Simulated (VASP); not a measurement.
Pt, 1 atom in the cell. It takes space group I4/mmm (No. 139, tetragonal). Conventional cell: a = 2.769 Å, b = 2.769 Å, c = 3.720 Å, α = 90.00°, β = 90.00°, γ = 90.00°. Within 4.0 Å of Pt (site symmetry 4/mmm) lie 18 Pt at 2.70 to 3.92 Å.  This cell differs from its parent crystal: strain +0.000 along x and y, -0.050 along z.

| Property | Result |
| --- | --- |
| Program | VASP 6.6.1 |
| Task | single point |
| Functional | PBEsol |
| Potentials or basis | VASP PAW PBE potentials, release 64 (Pt) |
| Cutoff | 520 eV |
| k mesh | 20 × 20 × 20 |
| Occupations | gaussian, width 0.15 eV |
| Spin | no spin polarisation |
| Dipole correction | no |
| Further INCAR settings | ALGO = Normal; EDIFF = 1e-06; NBANDS = 11 |

Potentials or basis: VASP PAW PBE potentials, release 64 (Pt).

The run is started by

```console
$ cat potpaw_PBE.64/Pt/POTCAR > POTCAR
$ mpirun -np 1 vasp_std > vasp.out
```

Hardware: 1 thread of Intel Xeon 8259CL (shared host).

Question: How long does it take, and how much memory?

Answer: It took 110 s on 1 thread of Intel Xeon 8259CL, with other jobs on the host, peak memory 0.22 GiB. Counts: scf iterations 11, k points 641.
